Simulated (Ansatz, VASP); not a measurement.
# WS2: VASP beside Ansatz

The input INCAR:

```
PREC = Accurate
ENCUT = 520
EDIFF = 1E-6
ISMEAR = 0
SIGMA = 0.02
LREAL = False
LASPH = True
NELM = 60
ALGO = Normal
ISIF = 2
LWAVE = False
LCHARG = False
LDIPOL = True
IDIPOL = 3
DIPOL = 0.5 0.5 0.500
GGA = PE
IVDW = 12
NBANDS = 20
```

The input KPOINTS:

```
regular mesh
0
Gamma
  12 12 1
```

POSCAR

```
WS2
1.0
    3.0330000000      0.0000000000      0.0000000000
   -1.5165000000      2.6266550497      0.0000000000
    0.0000000000      0.0000000000     32.2910878415
S W
2 1
Direct
    0.3333333333      0.6666666667      0.4537394868
    0.3333333333      0.6666666667      0.5462727583
    0.6666666667      0.3333333333      0.5000061203
```

Input for Ansatz:

```yaml
crystal:
  lattice:
    - [3.033, 0.0, 0.0]
    - [-1.5165, 2.6266550497, 0.0]
    - [0.0, 0.0, 32.2910878415]
  atoms:
    - { symbol: S, position: [0.3333333333, 0.6666666667, 0.4537394868] }
    - { symbol: W, position: [0.6666666667, 0.3333333333, 0.5000061203] }
    - { symbol: S, position: [0.3333333333, 0.6666666667, 0.5462727583] }
  periodic: [true, true, false]
basis:
  ecutwfc: 420
kpoints:
  mp_grid: { grid: [12, 12, 1] }
hamiltonian:
  xc: pbe
  pseudopotentials: { kind: paw, azcp: { folder: soft_1 } }
  dispersion: d3bj
scf:
  occupations: { method: gaussian, width: 0.02 }
output:
  forces: true
  stress: true
  eigenvalues: true
```

Alike in both runs: task single point; functional PBE; dispersion D3(BJ); k mesh 12 × 12 × 1; occupations gaussian, width 0.02 eV; no spin polarisation.

```csv
,VASP,Ansatz
version,VASP 6.6.1,Ansatz 0.2.0
potentials or method,"VASP PAW PBE potentials, release 64 (S, W_sv), cutoff 520 eV","scalar-relativistic, plane waves, PAW"
valence electrons in the cell,26,26
```

```tsv
	VASP	Ansatz	Ansatz less VASP
gap on the k mesh at the Fermi level (eV)	2.18	2.18	-0.005
least direct gap on the mesh (eV)	2.18	2.18	-0.005
rms of the force components (eV/Å)	1.488	1.489	+0.0014
```

Spin-orbit coupling is off throughout.
